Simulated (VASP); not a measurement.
# BaTiO3 (Amm2) in VASP: a series of runs

BaTiO3 is run at these levels: r2SCAN; tasks: single point.

Everything below comes from runs of VASP 6.6.1. Logs are shortened: lines on timing, memory, paths and dates and some standing lists are left out, and cuts for length are marked.

## (1) The cell of the first run

Symmetry: Amm2, No. 38, orthorhombic system. The conventional cell has a = 4.003 Å, b = 5.772 Å, c = 5.805 Å, α = 90.00°, β = 90.00°, γ = 90.00°. Within 3.7 Å of Ba (site symmetry mm2) lie 12 O at 2.80 to 3.01 Å and 8 Ti at 3.45 to 3.60 Å. Ti (site symmetry mm2) has 6 O at 1.87 to 2.23 Å within 2.5 Å. Within 3.1 Å of O (site symmetry mm2) lie 2 Ti at 2.01 Å and 4 Ba at 2.80 to 3.01 Å and 8 O at 2.83 to 2.89 Å. O (site symmetry m) has 2 Ti at 1.87 to 2.23 Å within 2.5 Å.

## (2) Single point, r2SCAN (13.41 Å³/atom)

POSCAR reads:

```
BaTiO3
1.0
    4.0026586644      0.0000000000      0.0000000000
    0.0000000000      2.8860425808      2.9026702619
    0.0000000000     -2.8860425808      2.9026702619
Ba Ti O
1 1 3
Direct
    0.0000000000      0.0084123025      0.0084123025
    0.5000000000      0.5239607255      0.5239607255
    0.0000000000      0.4903884368      0.4903884368
    0.5000000000      0.4939726215      0.9801459137
    0.5000000000      0.9801459137      0.4939726215
```

INCAR.step1 reads:

```
PREC     = Accurate       # precision mode
ENCUT    = 520            # plane-wave cutoff, eV
ISMEAR   = 0              # smearing method
SIGMA    = 0.01           # smearing width, eV
LREAL    = False          # projectors in reciprocal space
LASPH    = True           # aspherical terms in the spheres
NELM     = 80             # most SCF steps
NBANDS   = 28             # bands
GGA      = PE             # functional
ALGO     = Normal         # electronic algorithm
EDIFF    = 1E-4           # SCF threshold, eV
LWAVE    = True           # write WAVECAR
LCHARG   = False          # write CHGCAR
```

INCAR.step2 reads:

```
PREC     = Accurate       # precision mode
ENCUT    = 520            # plane-wave cutoff, eV
EDIFF    = 1E-6           # SCF threshold, eV
ISMEAR   = 0              # smearing method
SIGMA    = 0.01           # smearing width, eV
LREAL    = False          # projectors in reciprocal space
LASPH    = True           # aspherical terms in the spheres
NELM     = 80             # most SCF steps
ALGO     = Normal         # electronic algorithm
ISIF     = 2              # what is computed and relaxed
LWAVE    = False          # write WAVECAR
LCHARG   = True           # write CHGCAR
METAGGA  = R2SCAN         # meta-GGA
LMIXTAU  = True         
LELF     = True           # ELF
LVHAR    = True         
NBANDS   = 28             # bands
ISTART   = 1
```

KPOINTS reads:

```
regular mesh
0
Gamma
  6 6 6
```

Potentials or basis: VASP PAW PBE potentials, release 64 (Ba_sv, Ti_sv, O).

The run is started by

```console
> cat potpaw_PBE.64/Ba_sv/POTCAR potpaw_PBE.64/Ti_sv/POTCAR potpaw_PBE.64/O/POTCAR > POTCAR
> cp INCAR.step1 INCAR
> mpirun -np 1 vasp_std > vasp.out
> cp INCAR.step2 INCAR
> mpirun -np 1 vasp_std > vasp.out
```

OUTCAR:

```text
PREC = Accurate
   ENCUT = 520
   EDIFF = 1E-6
   ISMEAR = 0
   LREAL = False
   LASPH = True
   NELM = 80
   ISIF = 2
   METAGGA = R2SCAN
   ISTART = 1

 ion  position               nearest neighbor table
   1  0.000  0.008  0.008-   3 2.80   4 2.82   5 2.82   4 2.82   5 2.82   3 2.89   3 2.89   5 2.91
                             4 2.91   5 2.91   4 2.91   3 3.01   2 3.45   2 3.45   2 3.51   2 3.51
   2  0.500  0.524  0.524-   4 1.87   5 1.87   3 2.01   3 2.01   5 2.23   4 2.23   1 3.45   1 3.45
                             1 3.51   1 3.51   1 3.51   1 3.51   1 3.60   1 3.60
   3  0.000  0.490  0.490-   2 2.01   2 2.01   1 2.80   1 2.89   1 2.89   1 3.01
   4  0.500  0.494  0.980-   2 1.87   2 2.23   1 2.82   1 2.82   1 2.91   1 2.91
   5  0.500  0.980  0.494-   2 1.87   2 2.23   1 2.82   1 2.82   1 2.91   1 2.91

  LATTYP: Found a base centered orthorhombic cell.
 ALAT       =     5.7720851616
 B/A-ratio  =     1.0057614123
 C/A-ratio  =     0.6934510757

  Lattice vectors:

 A1 = (   0.0000000000,   2.8860425808,  -2.9026702619)
 A2 = (   0.0000000000,   2.8860425808,   2.9026702619)
 A3 = (   4.0026586644,   0.0000000000,   0.0000000000)

Analysis of symmetry for initial positions (statically):
=====================================================================
 Subroutine PRICEL returns:
 Original cell was already a primitive cell.

 Routine SETGRP: Setting up the symmetry group for a
 base centered orthorhombic supercell.

 Subroutine GETGRP returns: Found  4 space group operations
 (whereof  4 operations were pure point group operations)
 out of a pool of  8 trial point group operations.

The static configuration has the point symmetry C_2v.

Analysis of symmetry for dynamics (positions and initial velocities):
=====================================================================
 Subroutine PRICEL returns:
 Original cell was already a primitive cell.

 Routine SETGRP: Setting up the symmetry group for a
 base centered orthorhombic supercell.

 Subroutine GETGRP returns: Found  4 space group operations
 (whereof  4 operations were pure point group operations)
 out of a pool of  8 trial point group operations.

The dynamic configuration has the point symmetry C_2v.

 Subroutine INISYM returns: Found  4 space group operations
 (whereof  4 operations are pure point group operations),
 and found     1 'primitive' translations

----------------------------------------------------------------------------------------

                                     Primitive cell

  volume of cell :      67.0624

  direct lattice vectors                    reciprocal lattice vectors
     4.002658664  0.000000000  0.000000000     0.249833944  0.000000000  0.000000000
     0.000000000  2.886042581  2.902670262     0.000000000  0.173247617  0.172255184
     0.000000000 -2.886042581  2.902670262     0.000000000 -0.173247617  0.172255184

  length of vectors
     4.002658664  4.093254992  4.093254992     0.249833944  0.244308381  0.244308381

  position of ions in fractional coordinates (direct lattice)
     0.000000000  0.008412302  0.008412302
     0.500000000  0.523960725  0.523960725
     0.000000000  0.490388437  0.490388437
     0.500000000  0.493972621  0.980145914
     0.500000000  0.980145914  0.493972621

  ion indices of the primitive-cell ions
   primitive index   ion index
                 1           1
                 2           2
                 3           3
                 4           4
                 5           5

----------------------------------------------------------------------------------------

 KPOINTS: regular mesh

Automatic generation of k-mesh.
 Grid dimensions read from file:
 generate k-points for:    6    6    6

 Generating k-lattice:

  Cartesian coordinates                     Fractional coordinates (reciprocal lattice)
     0.041638991  0.000000000  0.000000000     0.166666667  0.000000000  0.000000000
     0.000000000  0.028874603  0.028709197     0.000000000  0.166666667  0.000000000
     0.000000000 -0.028874603  0.028709197     0.000000000  0.000000000  0.166666667

  Length of vectors
     0.041638991  0.040718064  0.040718064

  Shift w.r.t. Gamma in fractional coordinates (k-lattice)
     0.000000000  0.000000000  0.000000000

 Subroutine IBZKPT returns following result:
 ===========================================

 Found     52 irreducible k-points:

 Following reciprocal coordinates:
            Coordinates               Weight
  0.000000  0.000000  0.000000      1.000000
  0.166667  0.000000  0.000000      2.000000
  0.333333  0.000000  0.000000      2.000000
  0.500000  0.000000  0.000000      1.000000
  0.000000  0.166667  0.000000      4.000000
  0.166667  0.166667  0.000000      8.000000
[... 16 lines left out ...]
  0.333333  0.333333  0.166667      8.000000
  0.500000  0.333333  0.166667      4.000000
 [... further k-points ...]
   k-points           NKPTS =     52   k-points in BZ     NKDIM =     52   number of bands    NBANDS=     28
   number of dos      NEDOS =    301   number of ions     NIONS =      5
   total plane-waves  NPLWV =  27000
   dimension x,y,z NGX =    30 NGY =   30 NGZ =   30
   dimension x,y,z NGXF=    60 NGYF=   60 NGZF=   60
   ions per type =               1   1   3
   NGX,Y,Z   is equivalent  to a cutoff of  12.46, 12.18, 12.18 a.u.
   NGXF,Y,Z  is equivalent  to a cutoff of  24.92, 24.37, 24.37 a.u.
 SYSTEM =  unknown system
   PREC   = accura    normal or accurate (medium, high low for compatibility)
   ISTART =      1    job   : 0-new  1-cont  2-samecut
   ICHARG =      0    charge: 1-file 2-atom 10-const
   ISPIN  =      1    spin polarized calculation?
   LNONCOLLINEAR =      F non collinear calculations
   LSORBIT =      F    spin-orbit coupling
   LASPH  =      T    aspherical Exc in radial PAW
   ENCUT  =  520.0 eV  38.22 Ry    6.18 a.u.   7.44  7.61  7.61*2*pi/ulx,y,z
   NELM   =     80;   NELMIN=  2; NELMDL=  0     # of ELM steps
   EDIFF  = 0.1E-05   stopping-criterion for ELM
   LREAL  =      F    real-space projection
   EDIFFG = 0.1E-04   stopping-criterion for IOM
   NSW    =      0    number of steps for IOM
   IBRION =     -1    ionic relax: 0-MD 1-quasi-New 2-CG
   NFREE  =      0    steps in history (QN), initial steepest desc. (CG)
   ISIF   =      2    stress and relaxation
   ISYM   =      2    0-nonsym 1-usesym 2-fastsym
   POTIM  = 0.5000    time-step for ionic-motion
   TEBEG  =    0.0;   TEEND  =   0.0 temperature during run
   PSTRESS=    0.0 pullay stress
   NELECT =      40.0000    total number of electrons
   NUPDOWN=      -1.0000    fix difference up-down
   EMIN   =  10.00;   EMAX   =-10.00  energy-range for DOS
   EFERMI =   0.00;   METHOD = LEGACY
   ISMEAR =     0;   SIGMA  =   0.01  broadening in eV -4-tet -1-fermi 0-gaus
   EFERMI_NEDOS =   21; number of points for ismear=-14 and -15
   IALGO  =     38    algorithm
   IMIX   =      4    mixing-type and parameters
     AMIX     =   0.40;   BMIX     =  1.00
     AMIX_MAG =   1.60;   BMIX_MAG =  1.00
  volume/ion in A,a.u.               =      13.41        90.51
  Fermi-wavevector in a.u.,A,eV,Ry     =   1.378061  2.604158 25.838179  1.899053
  Thomas-Fermi vector in A             =   2.503157
   LORBIT       =      0    0 simple, 1 ext, 2 COOP (PROOUT), +10 PAW based schemes
   METAGGA = R2SCAN    functional components
   LHFCALC =     F    Hartree Fock is set to
   AEXX    =    0.0000 exact exchange contribution
   IVDW    =     0    specifies the selected vdW correction
   LEPSILON=     F    determine dielectric tensor
   LRPA    =     F    only Hartree local field effects (RPA)
 non-spin polarized calculation
 Gauss-broadening in eV      SIGMA  =   0.01
  energy-cutoff  :      520.00
  volume of cell :       67.06
 maximum number of plane-waves:      1825
 NGX is ok and might be reduce to    30
   NGX = 15   NGY = 15   NGZ = 15

 number of electron      39.9999983 magnetization

 Free energy of the ion-electron system (eV)
  ---------------------------------------------------
  ext. energy  EPLUGINS =         0.00000000
  ---------------------------------------------------
  free energy    TOTEN  =       -74.26134238 eV

  energy without entropy =      -74.26134238  energy(sigma->0) =      -74.26134238

 E-fermi :   3.2574     XC(G=0): -11.6442

 val. band max:        3.1887213127   @ k =   0.5000   0.5000   0.5000
 cond. band min:       5.7498555498   @ k =   0.0000   0.0000   0.0000
 fundamental gap:      2.5611342372
 Fermi energy:         3.2574003800

 k-point     1 :       0.0000    0.0000    0.0000
  band No.  band energies     occupation
      1     -55.5377      2.00000
      2     -30.7411      2.00000
      3     -30.7381      2.00000
      4     -30.6748      2.00000
      5     -22.4445      2.00000
      6     -14.5680      2.00000
[... 20 lines left out ...]
     27       8.8375      0.00000
     28      10.9098      0.00000

 k-point     2 :       0.1667    0.0000    0.0000
  band No.  band energies     occupation
      1     -55.5374      2.00000
      2     -30.7406      2.00000
      3     -30.7376      2.00000
      4     -30.6888      2.00000
      5     -22.4171      2.00000
      6     -14.5778      2.00000
[... 20 lines left out ...]
     27       9.3202      0.00000
     28      11.5631      0.00000

 k-point     3 :       0.3333    0.0000    0.0000
  band No.  band energies     occupation
      1     -55.5369      2.00000
      2     -30.7396      2.00000
      3     -30.7366      2.00000
      4     -30.7167      2.00000
      5     -22.3612      2.00000
      6     -14.6692      2.00000
[... 20 lines left out ...]
     27      10.4237      0.00000
     28      11.9075      0.00000

 k-point     4 :       0.5000    0.0000    0.0000
  band No.  band energies     occupation
      1     -55.5366      2.00000
      2     -30.7390      2.00000
      3     -30.7361      2.00000
      4     -30.7306      2.00000
      5     -22.3326      2.00000
      6     -14.7352      2.00000
[... 578 lines left out ...]
     27      11.0945      0.00000
     28      12.0733      0.00000

 k-point    23 :       0.3333    0.3333    0.1667
  band No.  band energies     occupation
      1     -55.5361      2.00000
      2     -30.7695      2.00000
      3     -30.7474      2.00000
      4     -30.7146      2.00000
      5     -22.2958      2.00000
      6     -14.3349      2.00000
[... 20 lines left out ...]
     27      11.7986      0.00000
     28      11.9503      0.00000

 k-point    24 :       0.5000    0.3333    0.1667
  band No.  band energies     occupation
      1     -55.5358      2.00000
      2     -30.7689      2.00000
      3     -30.7468      2.00000
      4     -30.7283      2.00000
      5     -22.2751      2.00000
      6     -14.2939      2.00000
[... 20 lines left out ...]
     27      11.7771      0.00000
     28      12.1774      0.00000

 [... further k-points ...]

------------------------ aborting loop because EDIFF is reached ----------------------------------------

  FORCE on cell =-STRESS in cart. coord.  units (eV):
  Direction    XX          YY          ZZ          XY          YZ          ZX
  --------------------------------------------------------------------------------------
  -------------------------------------------------------------------------------------
  Total       -1.3251232     -1.3027736     -1.2237842      0.0000000      0.0000000      0.0000000
  in kB      -31.6583185    -31.1243691    -29.2372450      0.0000000      0.0000000      0.0000000
  external PRESSURE =     -30.6733109 kB  Pullay stress =       0.0000000 kB

 VOLUME and BASIS-vectors are now :
 -----------------------------------------------------------------------------
  energy-cutoff  :      520.00
  volume of cell :       67.06
      direct lattice vectors                 reciprocal lattice vectors
     4.002658664  0.000000000  0.000000000     0.249833944  0.000000000  0.000000000
     0.000000000  2.886042581  2.902670262     0.000000000  0.173247617  0.172255184
     0.000000000 -2.886042581  2.902670262     0.000000000 -0.173247617  0.172255184

 POSITION                                       TOTAL-FORCE (eV/Angst)
 -----------------------------------------------------------------------------------
      0.00000      0.00000      0.04884         0.000000      0.000000     -0.002806
      2.00133      0.00000      3.04177         0.000000      0.000000      0.148164
      0.00000      0.00000      2.84687         0.000000      0.000000      0.041845
      2.00133     -1.40312      4.27888         0.000000      0.132356     -0.093601
      2.00133      1.40312      4.27888         0.000000     -0.132356     -0.093601
 -----------------------------------------------------------------------------------
    total drift:                                0.000000      0.000001      0.004698

  FREE ENERGIE OF THE ION-ELECTRON SYSTEM (eV)
  ---------------------------------------------------
  free  energy   TOTEN  =       -74.2613423835 eV

  energy  without entropy=      -74.2613423835  energy(sigma->0) =      -74.26134238
```

Run time: 4.5 min. Hardware: 1 thread of AMD EPYC 7R13 (Zen 3), shared host; peak memory 0.21 GiB.

What came out:

| Item | Value |
| --- | --- |
| Free energy | -74.2613 eV |
| Pressure | -3.1 GPa |
| Largest force | 0.162 eV/Å |
| Band gap on the k mesh | 2.56 eV (least direct gap 3.05 eV) |

Forces in eV/Å, atoms in the order of the input:
```
Ba   0.000  0.000 -0.003
Ti   0.000  0.000  0.148
O    0.000  0.000  0.042
O    0.000  0.132 -0.094
O    0.000 -0.132 -0.094
```

Stress tensor (GPa, compression positive):
```
-3.17  0.00  0.00
 0.00 -3.11  0.00
 0.00  0.00 -2.92
```

Levels at points of the mesh, in eV from the valence-band top:
| k point | band 18 | band 19 | band 20 | band 21 | band 22 | band 23 |
| --- | --- | --- | --- | --- | --- | --- |
| (0.00, 0.00, 0.00) | -0.58 | -0.56 | -0.49 | 2.56 | 2.76 | 2.84 |
| (0.50, 0.00, 0.00) | -1.50 | -1.24 | -1.13 | 2.93 | 3.89 | 4.09 |
| (0.00, 0.50, 0.00) | -1.65 | -0.99 | -0.83 | 2.76 | 3.95 | 3.97 |
| (0.50, 0.50, 0.00) | -0.99 | -0.95 | -0.08 | 3.99 | 4.01 | 4.36 |
| (0.00, 0.50, 0.50) | -0.97 | -0.89 | -0.28 | 3.95 | 4.00 | 4.27 |
| (0.50, 0.50, 0.50) | -0.21 | -0.02 | 0.00 | 4.45 | 4.49 | 4.62 |

Caveat: the cell stands under tension; the PAW data sets were made with another functional, which shifts forces and pressure a little; spin-orbit coupling is left out, which moves the levels of the heavy elements.

## (3) Single point, r2SCAN (13.80 Å³/atom)

This run uses another cell than the first one, of 13.80 Å³/atom.

Changes to POSCAR since step 2:

```diff
@@ -2,5 +2,5 @@
 1.0
-    4.0026586644      0.0000000000      0.0000000000
-    0.0000000000      2.8860425808      2.9026702619
-    0.0000000000     -2.8860425808      2.9026702619
+    4.0411481281      0.0000000000      0.0000000000
+    0.0000000000      2.9137946927      2.9305822652
+    0.0000000000     -2.9137946927      2.9305822652
 Ba Ti O
```

INCAR.step1 reads:

```
SYSTEM = BaTiO3
  PREC = Accurate
  ENCUT = 520
  ISMEAR = 0
  SIGMA = 0.01
  LREAL = .False.
  LASPH = .True.
  NELM = 60
  NBANDS = 28
  GGA = PE
  ALGO = Normal
  EDIFF = 1E-4
  LWAVE = .True.
  LCHARG = .False.
```

INCAR.step2 reads:

```
SYSTEM = BaTiO3
  PREC = Accurate
  ENCUT = 520
  EDIFF = 1E-6
  ISMEAR = 0
  SIGMA = 0.01
  LREAL = .False.
  LASPH = .True.
  NELM = 60
  ALGO = Normal
  ISIF = 2
  LWAVE = .False.
  LCHARG = .True.
  METAGGA = R2SCAN
  LMIXTAU = .True.
  LELF = .True.
  LVHAR = .True.
  NBANDS = 28
  ISTART = 1
```

KPOINTS reads:

```
Automatic mesh
0
Gamma
  6 6 6
  0 0 0
```

Potentials or basis: VASP PAW PBE potentials, release 64 (Ba_sv, Ti_sv, O).

The run is started by

```console
> cat potpaw_PBE.64/Ba_sv/POTCAR potpaw_PBE.64/Ti_sv/POTCAR potpaw_PBE.64/O/POTCAR > POTCAR
> cp INCAR.step1 INCAR
> mpirun -np 1 vasp_std > vasp.out
> cp INCAR.step2 INCAR
> mpirun -np 1 vasp_std > vasp.out
```

OUTCAR:

```text
SYSTEM = BaTiO3
   PREC = Accurate
   ENCUT = 520
   EDIFF = 1E-6
   ISMEAR = 0
   LREAL = .False.
   LASPH = .True.
   NELM = 60
   ISIF = 2
   METAGGA = R2SCAN
   ISTART = 1

 ion  position               nearest neighbor table
   1  0.000  0.008  0.008-   3 2.82   4 2.85   5 2.85   4 2.85   5 2.85   3 2.92   3 2.92   5 2.94
                             4 2.94   5 2.94   4 2.94   3 3.04   2 3.48   2 3.48   2 3.55   2 3.55
   2  0.500  0.524  0.524-   4 1.89   5 1.89   3 2.03   3 2.03   5 2.25   4 2.25   1 3.48   1 3.48
[... 954 lines left out ...]
  -------------------------------------------------------------------------------------
  Total       -3.1992879     -3.2279019     -3.0218468      0.0000000      0.0000000      0.0000000
  in kB      -74.2704882    -74.9347523    -70.1512480      0.0000000      0.0000000      0.0000000
  external PRESSURE =     -73.1188295 kB  Pullay stress =       0.0000000 kB

 VOLUME and BASIS-vectors are now :
 -----------------------------------------------------------------------------
  energy-cutoff  :      520.00
  volume of cell :       69.02
      direct lattice vectors                 reciprocal lattice vectors
     4.041148128  0.000000000  0.000000000     0.247454428  0.000000000  0.000000000
     0.000000000  2.913794693  2.930582265     0.000000000  0.171597540  0.170614559
     0.000000000 -2.913794693  2.930582265     0.000000000 -0.171597540  0.170614559

 POSITION                                       TOTAL-FORCE (eV/Angst)
 -----------------------------------------------------------------------------------
      0.00000      0.00000      0.04931         0.000000      0.000000      0.023560
      2.02057      0.00000      3.07102         0.000000      0.000000      0.440005
      0.00000      0.00000      2.87425         0.000000      0.000000      0.063637
      2.02057     -1.41661      4.32003         0.000000      0.322935     -0.263601
      2.02057      1.41661      4.32003         0.000000     -0.322935     -0.263601
 -----------------------------------------------------------------------------------
    total drift:                                0.000000      0.000001      0.003325

  FREE ENERGIE OF THE ION-ELECTRON SYSTEM (eV)
  ---------------------------------------------------
  free  energy   TOTEN  =       -74.1997615201 eV

  energy  without entropy=      -74.1997615201  energy(sigma->0) =      -74.19976152
```

Run time: 4.8 min. Hardware: 1 thread of AMD EPYC 7R13 (Zen 3), shared host; peak memory 0.22 GiB.

Results:

* Free energy: -74.1998 eV
* Pressure: -7.3 GPa
* Largest force: 0.440 eV/Å
* Band gap on the k mesh: 2.48 eV (least direct gap 2.99 eV)

Forces on the atoms (eV/Å):
```
Ba   0.000  0.000  0.024
Ti   0.000  0.000  0.440
O    0.000  0.000  0.064
O    0.000  0.323 -0.264
O    0.000 -0.323 -0.264
```

Caveat: the cell stands under tension; the PAW data sets were made with another functional, which shifts forces and pressure a little; spin-orbit coupling is left out, which moves the levels of the heavy elements.
